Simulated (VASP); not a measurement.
## Rb: single point with PBE

Crystal: Rb.

```xyz
2
Lattice="2.5039 -4.3846 0.0000 2.5039 4.3846 0.0000 0.0000 0.0000 8.3338" Properties=species:S:1:pos:R:3 pbc="T T T"
Rb    2.5039    2.9790    6.2504
Rb    2.5039   -2.9790    2.0835
```

```yaml
Program: VASP 6.6.1
Task: single point
Functional: PBE
Potentials_or_basis: VASP PAW PBE potentials, release 64 (Rb_sv)
Cutoff: 520 eV
k_mesh: 6 × 6 × 3
Occupations: fermi-dirac, width 0.05 eV
Spin: no spin polarisation
Dipole_correction: no
Further_INCAR_settings: ALGO = Normal; EDIFF = 1e-07; NBANDS = 16
```

| Quantity | Value |
| --- | --- |
| Pressure | 0.0 GPa |
| Largest force | 0.004 eV/Å |
| Band gap on the k mesh | zero (band 9 reaches 0.90 eV, above the bottom of band 10 at -0.85 eV) |

Forces on the atoms (eV/Å):
```
Rb   0.000 -0.004  0.000
Rb   0.000  0.004  0.000
```

Stress tensor (GPa, compression positive):
```
 0.03  0.00  0.00
 0.00  0.07  0.00
 0.00  0.00 -0.05
```

Levels at points of the mesh, in eV from the Fermi level:
```csv
k point,band 7,band 8,band 9,band 10,band 11,band 12
"(0.00, 0.00, 0.00)",-12.93,-12.93,-1.95,0.11,0.63,3.44
"(0.50, 0.00, 0.00)",-12.95,-12.94,0.07,0.35,1.29,1.57
"(0.50, 0.50, 0.00)",-12.95,-12.94,0.07,0.30,1.33,1.60
```

Run time: 70 s on 1 thread of Intel(R) Xeon(R) Platinum 8488C (Sapphire Rapids) (shared host), peak memory 0.31 GiB.
